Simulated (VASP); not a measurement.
BP: single point with LDA

The system is BP.

```xyz
2
Lattice="0.0000 2.2454 2.2454 2.2454 0.0000 2.2454 2.2454 2.2454 0.0000" Properties=species:S:1:pos:R:3 pbc="T T T"
B     0.0000    0.0000    0.0000
P     3.3681    3.3681    3.3681
```

```yaml
Program: VASP 6.6.1
Task: single point
Functional: LDA
Potentials_or_basis: VASP PAW LDA potentials, release 64 (B, P)
Cutoff: 520 eV
k_mesh: 8 × 8 × 8
Occupations: gaussian, width 0.01 eV
Spin: no spin polarisation
Dipole_correction: no
Further_INCAR_settings: ALGO = Normal; EDIFF = 1e-07; NBANDS = 11
```

* Pressure: -0.1 GPa
* Band gap on the k mesh: 1.18 eV, indirect (least direct gap 3.43 eV)

Levels at points of the mesh, in eV from the valence-band top:
```csv
k point,band 2,band 3,band 4,band 5,band 6,band 7
"(0.00, 0.00, 0.00)",0.00,0.00,0.00,3.43,3.43,3.43
"(0.50, 0.00, 0.00)",-9.23,-1.79,-1.79,3.97,4.70,4.70
"(0.50, 0.50, 0.00)",-8.65,-4.22,-4.22,1.24,1.53,12.29
```

Run time: 3.2 s on 1 thread of Intel Xeon 6975P-C, with other jobs on the host, peak memory 0.12 GiB.

A k mesh can miss the band edges.
